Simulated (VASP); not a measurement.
Ca, 2 atoms in the cell. Symmetry: P6_3/mmc, No. 194, hexagonal system. The conventional cell has a = 3.852 Å, b = 3.852 Å, c = 6.056 Å, α = 90.00°, β = 90.00°, γ = 120.00°. Within 4.9 Å of Ca (site symmetry -6m2) lie 12 Ca at 3.76 to 3.85 Å. This isn't the form of Ca at room conditions, which is fcc. This cell differs from its parent crystal: strain along c alone, the other axes held: -4.5 %.

* Program: VASP 6.6.1
* Task: single point
* Functional: PBEsol
* Potentials or basis: VASP PAW PBE potentials, release 64 (Ca_sv)
* Cutoff: 520 eV
* k mesh: 12 × 12 × 8
* Occupations: gaussian, width 0.1 eV
* Spin: no spin polarisation
* Dipole correction: no
* Further INCAR settings: ALGO = Fast; EDIFF = 1e-06; NBANDS = 17

Potentials or basis: VASP PAW PBE potentials, release 64 (Ca_sv).

Launch:

```bash
$ cat potpaw_PBE.64/Ca_sv/POTCAR > POTCAR
$ mpirun -np 1 vasp_std > vasp.out
```

Hardware: 1 thread of Oxide Virtual Turin-like Processor, with other jobs on the host.

Estimate the wall time of this run.

It took 94 s on 1 thread of Oxide Virtual Turin-like Processor, on a shared host, peak memory 0.23 GiB. Counts: scf iterations 16, k points 95.
